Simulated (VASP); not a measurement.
Runs of VASP 6.6.1 on SbP3S4. The structure is that of space group P-43m (No. 215), or close to it. The cells are those of the table. 

| task | cell | k mesh | cutoff (eV) | gap on the mesh (eV) | pressure (GPa) | relaxed volume (Å³/atom) | largest force (eV/Å) |
| --- | --- | --- | --- | --- | --- | --- | --- |
| relaxation of cell and atoms | relaxed from a = 6.301 Å, 8 atoms | 6 × 6 × 6 | 600 | none | 0.0 | (b) | 0.01 |
| relaxation of cell and atoms | relaxed from a = 5.731 Å, 8 atoms | 4 × 4 × 4 | 600 | none | 0.0 | (a) | - |
| single point | a = 6.321 Å, 8 atoms | 6 × 6 × 6 | 520 | none | -0.1 | - | 0.01 |
| single point | a = 6.301 Å, 8 atoms | 4 × 4 × 4 | 520 | none | 0.3 | - | 0.05 |

Alike in all rows: level PBE; potentials or basis VASP PAW PBE potentials, release 64 (Sb, P, S); no spin polarisation; smearing gaussian 0.1 eV.

Task: Estimate the missing entries.

Result: (a) 31.58; (b) 31.50.

Caveats: spin-orbit coupling is left out, which moves the levels of the heavy elements; the volume moved by over 15 % at a fixed basis, so the end points are rough (some runs).

A k mesh can miss the band edges, and the runs leave out spin-orbit coupling on Sb.

A gap of «none» marks levels without a gap at the run's occupations.
